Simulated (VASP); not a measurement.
A run of VASP 6.6.1 is set up as follows.

POSCAR

```
SiC
1.0
    3.0750672289      0.0000000000      0.0000000000
   -1.5375336144      2.6630863386      0.0000000000
    0.0000000000      0.0000000000      5.0456002619
Si C
2 2
Direct
    0.3333333333      0.6666666667      0.0045511370
    0.6666666667      0.3333333333      0.5045511370
    0.3333333333      0.6666666667      0.3804488630
    0.6666666667      0.3333333333      0.8804488630
```

INCAR.step1

```
ALGO = Normal
EDIFF = 1E-4
ENCUT = 520
GGA = PE
ISMEAR = 0
LASPH = True
LCHARG = False
LREAL = False
LWAVE = True
NBANDS = 16
NELM = 60
PREC = Accurate
SIGMA = 0.1
```

The input INCAR.step2:

```
ALGO = Normal
EDIFF = 1E-6
ENCUT = 520
ISIF = 2
ISMEAR = 0
ISTART = 1
LASPH = True
LCHARG = False
LMIXTAU = True
LREAL = False
LWAVE = False
METAGGA = R2SCAN
NBANDS = 16
NELM = 60
PREC = Accurate
SIGMA = 0.1
```

The input KPOINTS:

```
k-points
0
Gamma
  6 6 4
```

Potentials or basis: VASP PAW PBE potentials, release 64 (Si, C).

Run with:

```console
$ cat potpaw_PBE.64/Si/POTCAR potpaw_PBE.64/C/POTCAR > POTCAR
$ cp INCAR.step1 INCAR
$ mpirun -np 1 vasp_std > vasp.out
$ cp INCAR.step2 INCAR
$ mpirun -np 1 vasp_std > vasp.out
```

Q: Estimate the pressure.

A: 0.0 GPa.

Q: Predict the band gap on the k mesh.

A: 2.66 eV, indirect (least direct gap 4.48 eV).

Caveat: the PAW data sets were made with another functional, which shifts forces and pressure a little. r2SCAN opens gaps a little over a GGA but as a rule still falls short of measured ones.
